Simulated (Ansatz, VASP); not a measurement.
## Two plane-wave programs on ZnCd3SO

File INCAR:

```
PREC = Accurate
ENCUT = 600
EDIFF = 1E-7
ISMEAR = 0
SIGMA = 0.1
LREAL = F
LASPH = T
NELM = 150
ALGO = Normal
ISIF = 3
LWAVE = F
LCHARG = F
ISPIN = 2
MAGMOM = 0 0 0 0 0 0.39
LORBIT = 11
GGA = PE
IBRION = 2
NSW = 90
EDIFFG = -0.04
```

The input KPOINTS:

```
Automatic mesh
0
Gamma
  6 6 2
```

The input POSCAR:

```
ZnCd3SO
1.0
    3.7099946923      0.0000000000      0.0000000000
    0.0000000000      3.7099946923      0.0000000000
    0.0000000000      0.0000000000     10.0703935054
Zn Cd S O
1 3 1 1
Direct
    0.5000000000      0.5000000000      0.0000000000
    0.5000000000      0.5000000000      0.2569661423
    0.5000000000      0.5000000000      0.7430338577
    0.0000000000      0.0000000000      0.0000000000
    0.5000000000      0.5000000000      0.5000000000
    0.0000000000      0.0000000000      0.5000000000
```

Input for Ansatz:

```yaml
crystal:
  lattice:
    - [3.7099946923, 0.0, 0.0]
    - [0.0, 3.7099946923, 0.0]
    - [0.0, 0.0, 10.0703935054]
  atoms:
    - { symbol: Zn, position: [0.5, 0.5, 0.0] }
    - { symbol: Cd, position: [0.5, 0.5, 0.2569661423] }
    - { symbol: Cd, position: [0.5, 0.5, 0.7430338577] }
    - { symbol: Cd, position: [0.0, 0.0, 0.0] }
    - { symbol: S, position: [0.5, 0.5, 0.5] }
    - { symbol: O, position: [0.0, 0.0, 0.5], spin: 0.39 }
basis:
  ecutwfc: 420
kpoints:
  mp_grid: { grid: [6, 6, 2] }
hamiltonian:
  xc: pbe
scf:
  occupations: { method: gaussian, width: 0.1 }
  lower_state_search: "off"
output:
  forces: true
  stress: true
  eigenvalues: true
  populations: true
magnetization:
  spin_polarized: true
relax:
  adjacent_minimum: "off"
  f_tol: 0.04
  max_steps: 70
  cell: { stress_tol: 0.4 }
```

Alike in both runs: task relaxation of cell and atoms; functional PBE; k mesh 6 × 6 × 2; occupations gaussian, width 0.1 eV; collinear spin.

```csv
,VASP,Ansatz
version,VASP 6.6.1,Ansatz 0.2.0
potentials or method,"VASP PAW PBE potentials, release 64 (Zn, Cd, S, O), cutoff 600 eV","scalar-relativistic, plane waves, PAW"
valence electrons in the cell,60,84
```

Ansatz gave:

- gap on the k mesh at the Fermi level, each at its own relaxed structure (eV): none
- net moment per atom (μB): 0.00
- relaxed volume (Å³/atom): 22.05
- relaxed cell length with the largest relative difference (Å): 10.208

**Question.** Which values does VASP return?

**Answer.** gap on the k mesh at the Fermi level, each at its own relaxed structure (eV): none; net moment per atom (μB): 0.00; relaxed volume (Å³/atom): 22.13; relaxed cell length with the largest relative difference (Å): 10.251.

A gap of «none» marks a metal or a gap that the smearing closes. VASP's potentials hold 60 valence electrons a cell and Ansatz's 84, so a difference there can come from the potentials and not from the codes. Ansatz's warnings: seeded moment not kept.
